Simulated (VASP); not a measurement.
# GaSb (I-4m2) in VASP: notebook, part 2 of 2

VASP 6.6.1. Earlier steps stand in the parts before.

## 4. Single point, PBEsol (strain +0.0100 x Voigt [0, 1, 0, 0, 0, 0])

INCAR reads:

```
PREC = Accurate
ENCUT = 520
EDIFF = 1E-6
ISMEAR = 0
SIGMA = 0.15
LREAL = F
LASPH = T
NELM = 100
ALGO = Normal
ISIF = 2
LWAVE = F
LCHARG = F
GGA = PS
NBANDS = 16
```

KPOINTS reads:

```
Automatic mesh
0
Gamma
  14 14 14
```

POSCAR reads:

```
GaSb
1.0
    0.0000000000      3.0895900000      3.0590000000
    3.0590000000      0.0000000000      3.0590000000
    3.0590000000      3.0895900000      0.0000000000
Ga Sb
1 1
Direct
    0.0000000000      0.0000000000      0.0000000000
    0.7500000000      0.7500000000      0.7500000000
```

Started as:

```bash
$ cat potpaw_PBE.64/Ga_d/POTCAR potpaw_PBE.64/Sb/POTCAR > POTCAR
$ mpirun -np 1 vasp_std > vasp.out
```

It took 63 s on 1 thread of Intel Xeon 6975P-C (Granite Rapids), shared host; peak memory 0.36 GiB.

Results (log left out):

- Free energy: -8.1540 eV
- Pressure: -0.6 GPa
- Band gap on the k mesh: zero (filled and empty bands touch)

Stress tensor (GPa, compression positive):
```
-0.42  0.00  0.00
 0.00 -0.86  0.00
 0.00  0.00 -0.42
```

Levels at points of the mesh, in eV from the Fermi level:
| k point | band 5 | band 6 | band 7 | band 8 | band 9 | band 10 | band 11 | band 12 | band 13 | band 14 |
| --- | --- | --- | --- | --- | --- | --- | --- | --- | --- | --- |
| (0.00, 0.00, 0.00) | -15.05 | -11.55 | -0.20 | -0.16 | -0.10 | -0.10 | 2.63 | 2.63 | 2.66 | 5.50 |
| (0.50, 0.00, 0.00) | -15.04 | -9.95 | -6.46 | -1.30 | -1.22 | 0.21 | 3.57 | 3.63 | 6.21 | 9.06 |
| (0.50, 0.50, 0.00) | -15.04 | -9.12 | -6.89 | -2.69 | -2.69 | 0.71 | 1.04 | 8.48 | 8.48 | 9.78 |
| (0.50, 0.00, 0.50) | -15.04 | -9.16 | -6.93 | -2.63 | -2.63 | 0.78 | 1.10 | 8.48 | 8.48 | 9.75 |

Caveat: the cell differs from its parent crystal (strain +0.0100 x Voigt [0, 1, 0, 0, 0, 0]); semilocal functionals underestimate gaps, so a narrow gap can read as zero; the PAW data sets were made with another functional, which shifts forces and pressure a little; spin-orbit coupling is left out, which moves the levels of the heavy elements.

## 5. Single point, PBEsol (strain +0.0200 x Voigt [0, 1, 0, 0, 0, 0])

INCAR reads:

```
ALGO = Normal ; EDIFF = 1E-6
ENCUT = 520 ; GGA = PS
ISIF = 2 ; ISMEAR = 0
LASPH = T ; LCHARG = T
LELF = T ; LREAL = F
LVHAR = T ; LWAVE = F
NBANDS = 16 ; NELM = 80
PREC = Accurate ; SIGMA = 0.15
```

KPOINTS reads:

```
k-points
0
Gamma
  14 14 14
```

POSCAR reads:

```
GaSb
1.0
    0.0000000000      3.1201800000      3.0590000000
    3.0590000000      0.0000000000      3.0590000000
    3.0590000000      3.1201800000      0.0000000000
Ga Sb
1 1
Direct
    0.0000000000      0.0000000000      0.0000000000
    0.7500000000      0.7500000000      0.7500000000
```

Started as:

```bash
$ cat potpaw_PBE.64/Ga_d/POTCAR potpaw_PBE.64/Sb/POTCAR > POTCAR
$ mpirun -np 1 vasp_std > vasp.out
```

Run time: 71 s. Hardware: 1 thread of Intel Xeon 6975P-C (Granite Rapids), shared host; peak memory 0.36 GiB.

The run converged. Its results:

```yaml
Free_energy: -8.1495 eV
Pressure: -1.0 GPa
Band_gap_on_the_k_mesh: zero (filled and empty bands touch)
```

Stress tensor (GPa, compression positive):
```
-0.74  0.00  0.00
 0.00 -1.64  0.00
 0.00  0.00 -0.74
```

Levels at points of the mesh, in eV from the Fermi level:
| k point | band 6 | band 7 | band 8 | band 9 | band 10 | band 11 | band 12 | band 13 |
| --- | --- | --- | --- | --- | --- | --- | --- | --- |
| (0.00, 0.00, 0.00) | -11.49 | -0.27 | -0.20 | -0.08 | -0.08 | 2.63 | 2.63 | 2.68 |
| (0.50, 0.00, 0.00) | -9.91 | -6.42 | -1.32 | -1.17 | 0.18 | 3.55 | 3.65 | 6.21 |
| (0.50, 0.50, 0.00) | -9.08 | -6.83 | -2.69 | -2.67 | 0.69 | 1.04 | 8.39 | 8.41 |
| (0.50, 0.00, 0.50) | -9.15 | -6.92 | -2.56 | -2.56 | 0.84 | 1.16 | 8.40 | 8.40 |

Caveat: the cell differs from its parent crystal (strain +0.0200 x Voigt [0, 1, 0, 0, 0, 0]); semilocal functionals underestimate gaps, so a narrow gap can read as zero; the PAW data sets were made with another functional, which shifts forces and pressure a little; spin-orbit coupling is left out, which moves the levels of the heavy elements.

## 6. Single point, PBEsol (strain +0.0300 x Voigt [0, 1, 0, 0, 0, 0])

INCAR reads:

```
  PREC = Accurate
  ENCUT = 520
  EDIFF = 1E-7
  ISMEAR = 0
  SIGMA = 0.15
  LREAL = F
  LASPH = T
  NELM = 80
  ALGO = Normal
  ISIF = 2
  LWAVE = F
  LCHARG = F
  GGA = PS
  NBANDS = 16
```

KPOINTS reads:

```
Automatic mesh
0
Gamma
  14 14 14
```

POSCAR reads:

```
GaSb
1.0
    0.0000000000      3.1507700000      3.0590000000
    3.0590000000      0.0000000000      3.0590000000
    3.0590000000      3.1507700000      0.0000000000
Ga Sb
1 1
Direct
    0.0000000000      0.0000000000      0.0000000000
    0.7500000000      0.7500000000      0.7500000000
```

Potentials or basis: VASP PAW PBE potentials, release 64 (Ga_d, Sb).

Started as:

```bash
$ cat potpaw_PBE.64/Ga_d/POTCAR potpaw_PBE.64/Sb/POTCAR > POTCAR
$ mpirun -np 1 vasp_std > vasp.out
```

OUTCAR:

```text
PREC = Accurate
   ENCUT = 520
   EDIFF = 1E-7
   ISMEAR = 0
   LREAL = F
   LASPH = T
   NELM = 80
   ISIF = 2
   GGA = PS

 ion  position               nearest neighbor table
   1  0.000  0.000  0.000-   2 2.68   2 2.68   2 2.68   2 2.68
   2  0.750  0.750  0.750-   1 2.68   1 2.68   1 2.68   1 2.68

  LATTYP: Found a body centered tetragonal cell.
 ALAT       =     4.3260792873
 C/A-ratio  =     1.4566399692

  Lattice vectors:

 A1 = (   0.0000000000,  -3.1507700000,   3.0590000000)
 A2 = (   0.0000000000,  -3.1507700000,  -3.0590000000)
 A3 = (   3.0590000000,   3.1507700000,   0.0000000000)

Analysis of symmetry for initial positions (statically):
=====================================================================
 Subroutine PRICEL returns:
 Original cell was already a primitive cell.

 Routine SETGRP: Setting up the symmetry group for a
 body centered tetragonal supercell.

 Subroutine GETGRP returns: Found  8 space group operations
 (whereof  8 operations were pure point group operations)
 out of a pool of 16 trial point group operations.

The static configuration has the point symmetry D_2d.
[... 156 lines left out ...]
  ext. energy  EPLUGINS =         0.00000000
  ---------------------------------------------------
  free energy    TOTEN  =        -8.14231181 eV

  energy without entropy =       -8.14198772  energy(sigma->0) =       -8.14214977

 E-fermi :   4.5586     XC(G=0):  -9.1402

 val. band max:        4.4908972794   @ k =   0.0000   0.0000   0.0000
 cond. band min:       4.7100798656   @ k =   0.5000   0.0000   0.0000
 fundamental gap:      0.2191825862
 Fermi energy:         4.5586062248

 k-point     1 :       0.0000    0.0000    0.0000
  band No.  band energies     occupation
      1     -10.5094      2.00000
      2     -10.5054      2.00000
      3     -10.5054      2.00000
      4     -10.4627      2.00000
      5     -10.4593      2.00000
      6      -6.8668      2.00000
[... 433 lines left out ...]
      3     -10.4977      2.00000
      4     -10.4654      2.00000
      5     -10.4583      2.00000
      6      -6.1431      2.00000
[... 8 lines left out ...]
     15      12.6083      0.00000
     16      13.1128      0.00000

 [... further k-points ...]
[... 5 lines left out ...]
  --------------------------------------------------------------------------------------
  -------------------------------------------------------------------------------------
  Total       -0.3840825     -0.8796642     -0.3840825      0.0000000      0.0000000      0.0000000
  in kB      -10.4358900    -23.9013178    -10.4358900      0.0000000      0.0000000      0.0000000
  external PRESSURE =     -14.9243659 kB  Pullay stress =       0.0000000 kB

 VOLUME and BASIS-vectors are now :
 -----------------------------------------------------------------------------
  energy-cutoff  :      520.00
  volume of cell :       58.97
      direct lattice vectors                 reciprocal lattice vectors
     0.000000000  3.150770000  3.059000000    -0.163452109  0.158691368  0.163452109
     3.059000000  0.000000000  3.059000000     0.163452109 -0.158691368  0.163452109
     3.059000000  3.150770000  0.000000000     0.163452109  0.158691368 -0.163452109

 POSITION                                       TOTAL-FORCE (eV/Angst)
 -----------------------------------------------------------------------------------
      0.00000      0.00000      0.00000        -0.000000     -0.000000     -0.000000
      4.58850      4.72616      4.58850         0.000000      0.000000      0.000000
 -----------------------------------------------------------------------------------
    total drift:                               -0.000001      0.000004     -0.000001

  FREE ENERGIE OF THE ION-ELECTRON SYSTEM (eV)
  ---------------------------------------------------
  free  energy   TOTEN  =        -8.1423118116 eV

  energy  without entropy=       -8.1419877233  energy(sigma->0) =       -8.14214977
```

Wall time 1.7 min (1 thread of Intel Xeon 6975P-C (Granite Rapids), shared host); peak memory 0.38 GiB.

What came out:

* Free energy: -8.1423 eV
* Pressure: -1.5 GPa
* Band gap on the k mesh: zero (filled and empty bands touch)

Stress tensor (GPa, compression positive):
```
-1.04  0.00  0.00
 0.00 -2.39  0.00
 0.00  0.00 -1.04
```

Caveat: the cell differs from its parent crystal (strain +0.0300 x Voigt [0, 1, 0, 0, 0, 0]); semilocal functionals underestimate gaps, so a narrow gap can read as zero; the PAW data sets were made with another functional, which shifts forces and pressure a little; spin-orbit coupling is left out, which moves the levels of the heavy elements.

## 7. The runs side by side

| cell | gap on the mesh (eV) | pressure (GPa) |
| --- | --- | --- |
| a = 4.283, b = 4.326 Å, angles 59.7, 60.7, 59.7°, 2 atoms | - | 1.0 |
| a = 4.305, b = 4.326 Å, angles 59.8, 60.3, 59.8°, 2 atoms | - | 0.5 |
| a = 4.348, b = 4.326 Å, angles 60.2, 59.7, 60.2°, 2 atoms | none | -0.6 |
| a = 4.370, b = 4.326 Å, angles 60.3, 59.3, 60.3°, 2 atoms | none | -1.0 |
| a = 4.391, b = 4.326 Å, angles 60.5, 59.0, 60.5°, 2 atoms | none | -1.5 |

Alike in all rows: task single point; level PBEsol; potentials or basis VASP PAW PBE potentials, release 64 (Ga_d, Sb); no spin polarisation; k mesh 14 × 14 × 14; cutoff (eV) 520; smearing gaussian 0.15 eV.

Caveats: the PAW data sets were made with another functional, which shifts forces and pressure a little; spin-orbit coupling is left out, which moves the levels of the heavy elements; semilocal functionals underestimate gaps, so a narrow gap can read as zero (at least some runs).

Absolute energies hang on the potentials; compare differences alone.
